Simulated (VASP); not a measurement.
# KSi2Sb3 (P-3m1) in VASP: notebook

The runs below take KSi2Sb3 through single point, with r2SCAN+rVV10.

Program: VASP 6.6.1. These are calculated values, not measurements. Logs are shortened: lines on timing, memory, paths and dates and some standing lists are left out, and cuts for length are marked.

### Step 1. The cell of the first run

Symmetry: P-3m1, No. 164, trigonal system. The conventional cell has a = 3.943 Å, b = 3.943 Å, c = 11.878 Å, α = 90.00°, β = 90.00°, γ = 120.00°. Within 4.8 Å of K (site symmetry -3m) lie 6 Sb at 3.57 Å and 6 K at 3.94 Å and 6 Si at 4.74 Å. Si (site symmetry 3m) has 6 Sb at 2.68 to 2.89 Å within 3.5 Å. Within 3.6 Å of Sb (site symmetry 3m) lie 3 Si at 2.68 Å and 3 K at 3.57 Å. Within 4.0 Å of Sb (site symmetry -3m) lie 6 Si at 2.89 Å and 12 Sb at 3.91 to 3.94 Å.

### Step 2. Single point, r2SCAN+rVV10

The input, POSCAR:

```
KSi2Sb3
1.0
    3.9425072719      0.0000000026      0.0000000000
   -1.9712536382      3.4143114507      0.0000000000
    0.0000000000      0.0000000000     11.8778552600
K Si Sb
1 2 3
Direct
    0.0000000000      0.0000000000      0.0000000000
    0.3333333333      0.6666666667      0.6496742006
    0.6666666667      0.3333333333      0.3503257994
    0.3333333333      0.6666666667      0.2319793727
    0.6666666667      0.3333333333      0.7680206273
    0.0000000000      0.0000000000      0.5000000000
```

The input, INCAR.step1:

```
SYSTEM = KSi2Sb3
PREC = Accurate ; ENCUT = 520
ISMEAR = -1 ; SIGMA = 0.03
LREAL = .FALSE. ; LASPH = .TRUE.
NELM = 100 ; NBANDS = 25
GGA = PE ; ALGO = Normal
EDIFF = 1E-4 ; LWAVE = .TRUE.
LCHARG = .FALSE.
```

The input, INCAR.step2:

```
SYSTEM = KSi2Sb3
PREC = Accurate ; ENCUT = 520
EDIFF = 1E-6 ; ISMEAR = -1
SIGMA = 0.03 ; LREAL = .FALSE.
LASPH = .TRUE. ; NELM = 100
ALGO = Normal ; ISIF = 2
LWAVE = .FALSE. ; LCHARG = .FALSE.
METAGGA = R2SCAN ; LMIXTAU = .TRUE.
LUSE_VDW = .TRUE. ; IVDW_NL = 2
BPARAM = 11.95 ; CPARAM = 0.0093
NBANDS = 25 ; ISTART = 1
```

The input, KPOINTS:

```
Automatic mesh
0
G
  12 12 2
  0 0 0
```

Potentials or basis: VASP PAW PBE potentials, release 64 (K_sv, Si, Sb).

Run with:

```console
> cat potpaw_PBE.64/K_sv/POTCAR potpaw_PBE.64/Si/POTCAR potpaw_PBE.64/Sb/POTCAR > POTCAR
> cp INCAR.step1 INCAR
> mpirun -np 1 vasp_std > vasp.out
> cp INCAR.step2 INCAR
> mpirun -np 1 vasp_std > vasp.out
```

OUTCAR:

```text
SYSTEM = KSi2Sb3
   PREC = Accurate
   ENCUT = 520
   EDIFF = 1E-6
   ISMEAR = -1
   LREAL = .FALSE.
   LASPH = .TRUE.
   NELM = 100
   ISIF = 2
   METAGGA = R2SCAN
   IVDW_NL = 2
   BPARAM = 11.95
   ISTART = 1

 ion  position               nearest neighbor table
   1  0.000  0.000  0.000-   4 3.57   5 3.57   4 3.57   5 3.57   5 3.57   4 3.57
   2  0.333  0.667  0.650-   5 2.68   5 2.68   5 2.68   6 2.89   6 2.89   6 2.89
   3  0.667  0.333  0.350-   4 2.68   4 2.68   4 2.68   6 2.89   6 2.89   6 2.89
   4  0.333  0.667  0.232-   3 2.68   3 2.68   3 2.68   1 3.57   1 3.57   1 3.57
   5  0.667  0.333  0.768-   2 2.68   2 2.68   2 2.68   1 3.57   1 3.57   1 3.57
   6  0.000  0.000  0.500-   2 2.89   3 2.89   2 2.89   3 2.89   3 2.89   2 2.89

  LATTYP: Found a hexagonal cell.
 ALAT       =     3.9425072719
 C/A-ratio  =     3.0127668615

  Lattice vectors:

 A1 = (   3.9425072719,   0.0000000026,   0.0000000000)
 A2 = (  -1.9712536382,   3.4143114507,   0.0000000000)
 A3 = (   0.0000000000,   0.0000000000,  11.8778552600)

Analysis of symmetry for initial positions (statically):
=====================================================================
 Subroutine PRICEL returns:
 Original cell was already a primitive cell.

 Routine SETGRP: Setting up the symmetry group for a
 hexagonal supercell.

 Subroutine GETGRP returns: Found 12 space group operations
 (whereof 12 operations were pure point group operations)
 out of a pool of 24 trial point group operations.

The static configuration has the point symmetry D_3d.

Analysis of symmetry for dynamics (positions and initial velocities):
=====================================================================
 Subroutine PRICEL returns:
 Original cell was already a primitive cell.

 Routine SETGRP: Setting up the symmetry group for a
 hexagonal supercell.

 Subroutine GETGRP returns: Found 12 space group operations
 (whereof 12 operations were pure point group operations)
 out of a pool of 24 trial point group operations.

The dynamic configuration has the point symmetry D_3d.

 Subroutine INISYM returns: Found 12 space group operations
 (whereof 12 operations are pure point group operations),
 and found     1 'primitive' translations

----------------------------------------------------------------------------------------

                                     Primitive cell

  volume of cell :     159.8872

  direct lattice vectors                    reciprocal lattice vectors
     3.942507272  0.000000003  0.000000000     0.253645696  0.146442411  0.000000000
    -1.971253638  3.414311451  0.000000000    -0.000000000  0.292884821  0.000000000
     0.000000000  0.000000000 11.877855260     0.000000000  0.000000000  0.084190283

  length of vectors
     3.942507272  3.942507272 11.877855260     0.292884821  0.292884821  0.084190283

  position of ions in fractional coordinates (direct lattice)
     0.000000000  0.000000000  0.000000000
     0.333333333  0.666666667  0.649674201
     0.666666667  0.333333333  0.350325799
     0.333333333  0.666666667  0.231979373
     0.666666667  0.333333333  0.768020627
     0.000000000  0.000000000  0.500000000

  ion indices of the primitive-cell ions
   primitive index   ion index
                 1           1
                 2           2
                 3           3
                 4           4
                 5           5
                 6           6

----------------------------------------------------------------------------------------

 KPOINTS: Automatic mesh

Automatic generation of k-mesh.
 Grid dimensions read from file:
 generate k-points for:   12   12    2

 Generating k-lattice:

  Cartesian coordinates                     Fractional coordinates (reciprocal lattice)
     0.021137141  0.012203534  0.000000000     0.083333333  0.000000000  0.000000000
    -0.000000000  0.024407068  0.000000000     0.000000000  0.083333333  0.000000000
     0.000000000  0.000000000  0.042095142     0.000000000  0.000000000  0.500000000

  Length of vectors
     0.024407068  0.024407068  0.042095142

  Shift w.r.t. Gamma in fractional coordinates (k-lattice)
     0.000000000  0.000000000  0.000000000

 Subroutine IBZKPT returns following result:
 ===========================================

 Found     38 irreducible k-points:

 Following reciprocal coordinates:
            Coordinates               Weight
  0.000000  0.000000  0.000000      1.000000
  0.083333  0.000000  0.000000      6.000000
  0.166667  0.000000  0.000000      6.000000
  0.250000  0.000000  0.000000      6.000000
  0.333333  0.000000  0.000000      6.000000
  0.416667 -0.000000  0.000000      6.000000
[... 16 lines left out ...]
  0.250000  0.000000  0.500000      6.000000
  0.333333  0.000000  0.500000      6.000000
 [... further k-points ...]
   k-points           NKPTS =     38   k-points in BZ     NKDIM =     38   number of bands    NBANDS=     25
   number of dos      NEDOS =    301   number of ions     NIONS =      6
   total plane-waves  NPLWV =  81000
   dimension x,y,z NGX =    30 NGY =   30 NGZ =   90
   dimension x,y,z NGXF=    60 NGYF=   60 NGZF=  180
   ions per type =               1   2   3
   NGX,Y,Z   is equivalent  to a cutoff of  12.65, 12.65, 12.60 a.u.
   NGXF,Y,Z  is equivalent  to a cutoff of  25.30, 25.30, 25.19 a.u.
 SYSTEM =  KSi2Sb3
   PREC   = accura    normal or accurate (medium, high low for compatibility)
   ISTART =      1    job   : 0-new  1-cont  2-samecut
   ICHARG =      0    charge: 1-file 2-atom 10-const
   ISPIN  =      1    spin polarized calculation?
   LNONCOLLINEAR =      F non collinear calculations
   LSORBIT =      F    spin-orbit coupling
   LASPH  =      T    aspherical Exc in radial PAW
   ENCUT  =  520.0 eV  38.22 Ry    6.18 a.u.   7.33  7.33 22.08*2*pi/ulx,y,z
   NELM   =    100;   NELMIN=  2; NELMDL=  0     # of ELM steps
   EDIFF  = 0.1E-05   stopping-criterion for ELM
   LREAL  =      F    real-space projection
   EDIFFG = 0.1E-04   stopping-criterion for IOM
   NSW    =      0    number of steps for IOM
   IBRION =     -1    ionic relax: 0-MD 1-quasi-New 2-CG
   NFREE  =      0    steps in history (QN), initial steepest desc. (CG)
   ISIF   =      2    stress and relaxation
   ISYM   =      2    0-nonsym 1-usesym 2-fastsym
   POTIM  = 0.5000    time-step for ionic-motion
   TEBEG  =    0.0;   TEEND  =   0.0 temperature during run
   PSTRESS=    0.0 pullay stress
   NELECT =      32.0000    total number of electrons
   NUPDOWN=      -1.0000    fix difference up-down
   EMIN   =  10.00;   EMAX   =-10.00  energy-range for DOS
   EFERMI =   0.00;   METHOD = LEGACY
   ISMEAR =    -1;   SIGMA  =   0.03  broadening in eV -4-tet -1-fermi 0-gaus
   EFERMI_NEDOS =   21; number of points for ismear=-14 and -15
   IALGO  =     38    algorithm
   IMIX   =      4    mixing-type and parameters
     AMIX     =   0.40;   BMIX     =  1.00
     AMIX_MAG =   1.60;   BMIX_MAG =  1.00
  volume/ion in A,a.u.               =      26.65       179.83
  Fermi-wavevector in a.u.,A,eV,Ry     =   0.957606  1.809613 12.476673  0.917010
  Thomas-Fermi vector in A             =   2.086639
   LORBIT       =      0    0 simple, 1 ext, 2 COOP (PROOUT), +10 PAW based schemes
   METAGGA = R2SCAN    functional components
   LHFCALC =     F    Hartree Fock is set to
   AEXX    =    0.0000 exact exchange contribution
   IVDW_NL    =     2    kernel type
   BPARAM     =11.9500
   IVDW    =     0    specifies the selected vdW correction
   LEPSILON=     F    determine dielectric tensor
   LRPA    =     F    only Hartree local field effects (RPA)
 non-spin polarized calculation
  energy-cutoff  :      520.00
  volume of cell :      159.89
 maximum number of plane-waves:      4371
 NGX is ok and might be reduce to    30
   NGX = 15   NGY = 15   NGZ = 45

 number of electron      32.0000000 magnetization

 Free energy of the ion-electron system (eV)
  ---------------------------------------------------
  ext. energy  EPLUGINS =         0.00000000
  ---------------------------------------------------
  free energy    TOTEN  =       -99.31233928 eV

  energy without entropy =      -99.30538590  energy(sigma->0) =      -99.30886259

 E-fermi :   5.9294     XC(G=0):  -9.7434

 val. band max:        5.8868297947   @ k =   0.3333   0.0833   0.0000
 cond. band min:       5.9328459424   @ k =   0.0833   0.0833   0.5000
 fundamental gap:      0.0460161477
 Fermi energy:         5.9294001604

 k-point     1 :       0.0000    0.0000    0.0000
  band No.  band energies     occupation
      1     -26.8952      2.00000
      2      -9.6430      2.00000
      3      -9.5410      2.00000
      4      -9.5410      2.00000
      5      -7.1772      2.00000
      6      -6.2375      2.00000
[... 17 lines left out ...]
     24      10.2028      0.00000
     25      10.4120      0.00000

 k-point     2 :       0.0833    0.0000    0.0000
  band No.  band energies     occupation
      1     -26.8934      2.00000
      2      -9.6372      2.00000
      3      -9.5616      2.00000
      4      -9.5454      2.00000
      5      -7.0874      2.00000
      6      -6.1534      2.00000
[... 17 lines left out ...]
     24      10.1788      0.00000
     25      10.7071      0.00000

 k-point     3 :       0.1667    0.0000    0.0000
  band No.  band energies     occupation
      1     -26.8886      2.00000
      2      -9.6220      2.00000
      3      -9.6164      2.00000
      4      -9.5572      2.00000
      5      -6.8192      2.00000
      6      -5.9028      2.00000
[... 17 lines left out ...]
     24      10.4811      0.00000
     25      10.7292      0.00000

 k-point     4 :       0.2500    0.0000    0.0000
  band No.  band energies     occupation
      1     -26.8821      2.00000
      2      -9.6908      2.00000
      3      -9.6003      2.00000
      4      -9.5733      2.00000
      5      -6.3771      2.00000
      6      -5.4934      2.00000
[... 17 lines left out ...]
     24      10.8151      0.00000
     25      11.0046      0.00000

 k-point     5 :       0.3333    0.0000    0.0000
  band No.  band energies     occupation
      1     -26.8755      2.00000
      2      -9.7628      2.00000
      3      -9.5893      2.00000
      4      -9.5795      2.00000
      5      -5.7710      2.00000
      6      -4.9478      2.00000
[... 17 lines left out ...]
     24      10.8101      0.00000
     25      11.3726      0.00000

 k-point     6 :       0.4167   -0.0000    0.0000
  band No.  band energies     occupation
      1     -26.8707      2.00000
      2      -9.8144      2.00000
      3      -9.6009      2.00000
      4      -9.5644      2.00000
      5      -5.0245      2.00000
      6      -4.3438      2.00000
[... 17 lines left out ...]
     24      10.4597      0.00000
     25      11.3060      0.00000
[... 393 lines left out ...]
 k-point    21 :       0.0833    0.0000    0.5000
  band No.  band energies     occupation
      1     -26.8934      2.00000
      2      -9.6377      2.00000
      3      -9.5615      2.00000
      4      -9.5454      2.00000
      5      -7.0644      2.00000
      6      -6.2065      2.00000
[... 17 lines left out ...]
     24      10.0934      0.00000
     25      10.8323      0.00000

 k-point    22 :       0.1667    0.0000    0.5000
  band No.  band energies     occupation
      1     -26.8886      2.00000
      2      -9.6223      2.00000
      3      -9.6164      2.00000
      4      -9.5572      2.00000
      5      -6.8005      2.00000
      6      -5.9470      2.00000
[... 17 lines left out ...]
     24      10.6174      0.00000
     25      10.7318      0.00000

 k-point    23 :       0.2500    0.0000    0.5000
  band No.  band energies     occupation
      1     -26.8821      2.00000
      2      -9.6908      2.00000
      3      -9.6004      2.00000
      4      -9.5733      2.00000
      5      -6.3640      2.00000
      6      -5.5248      2.00000
[... 17 lines left out ...]
     24      10.9836      0.00000
     25      11.0818      0.00000

 k-point    24 :       0.3333    0.0000    0.5000
  band No.  band energies     occupation
      1     -26.8755      2.00000
      2      -9.7628      2.00000
      3      -9.5893      2.00000
      4      -9.5795      2.00000
      5      -5.7640      2.00000
      6      -4.9636      2.00000
[... 17 lines left out ...]
     24      10.6623      0.00000
     25      11.2174      0.00000

 [... further k-points ...]
[... 5 lines left out ...]
  --------------------------------------------------------------------------------------
  -------------------------------------------------------------------------------------
  Total        0.2686992      0.2686992      0.2797823      0.0000000      0.0000000      0.0000000
  in kB        2.6925474      2.6925474      2.8036073      0.0000000      0.0000000      0.0000000
  external PRESSURE =       2.7295674 kB  Pullay stress =       0.0000000 kB

 VOLUME and BASIS-vectors are now :
 -----------------------------------------------------------------------------
  energy-cutoff  :      520.00
  volume of cell :      159.89
      direct lattice vectors                 reciprocal lattice vectors
     3.942507272  0.000000003  0.000000000     0.253645696  0.146442411  0.000000000
    -1.971253638  3.414311451  0.000000000    -0.000000000  0.292884821  0.000000000
     0.000000000  0.000000000 11.877855260     0.000000000  0.000000000  0.084190283

 POSITION                                       TOTAL-FORCE (eV/Angst)
 -----------------------------------------------------------------------------------
      0.00000      0.00000      0.00000         0.000000     -0.000000      0.000000
     -0.00000      2.27621      7.71674         0.000000      0.000000     -0.029669
      1.97125      1.13810      4.16112        -0.000000     -0.000000      0.029669
     -0.00000      2.27621      2.75542         0.000000     -0.000000     -0.041753
      1.97125      1.13810      9.12244        -0.000000     -0.000000      0.041753
      0.00000      0.00000      5.93893         0.000000     -0.000000      0.000000
 -----------------------------------------------------------------------------------
    total drift:                                0.000000     -0.000000     -0.000000

  FREE ENERGIE OF THE ION-ELECTRON SYSTEM (eV)
  ---------------------------------------------------
  free  energy   TOTEN  =       -99.3123392803 eV

  energy  without entropy=      -99.3053858952  energy(sigma->0) =      -99.30886259
```

Run time: 6 min. Hardware: 1 thread of Intel Xeon 6975P-C (Granite Rapids), shared host; peak memory 0.68 GiB.

What came out:

* Free energy: -99.3123 eV
* Pressure: 0.3 GPa
* Largest force: 0.042 eV/Å
* Band gap on the k mesh: zero (bands 16 and 17 overlap by 0.94 eV)

Forces on the atoms (eV/Å):
```
K    0.000  0.000  0.000
Si   0.000  0.000 -0.030
Si   0.000  0.000  0.030
Sb   0.000  0.000 -0.042
Sb   0.000  0.000  0.042
Sb   0.000  0.000  0.000
```

Levels at points of the mesh, in eV from the Fermi level:
```tsv
k point	band 13	band 14	band 15	band 16	band 17	band 18	band 19	band 20
(0.00, 0.00, 0.00)	-0.53	-0.53	0.25	0.30	0.30	1.84	2.30	2.30
(0.50, 0.00, 0.00)	-3.02	-2.20	-1.62	-0.76	0.07	0.40	1.86	2.11
(0.00, 0.00, 0.50)	-0.52	-0.52	0.28	0.28	1.32	1.53	2.39	2.39
(0.50, 0.00, 0.50)	-3.05	-2.18	-1.37	-0.80	0.02	0.11	2.18	2.56
```

Caveat: the PAW data sets were made with another functional, which shifts forces and pressure a little; spin-orbit coupling is left out, which moves the levels of the heavy elements.

(Part 1 of 2 ends here.)
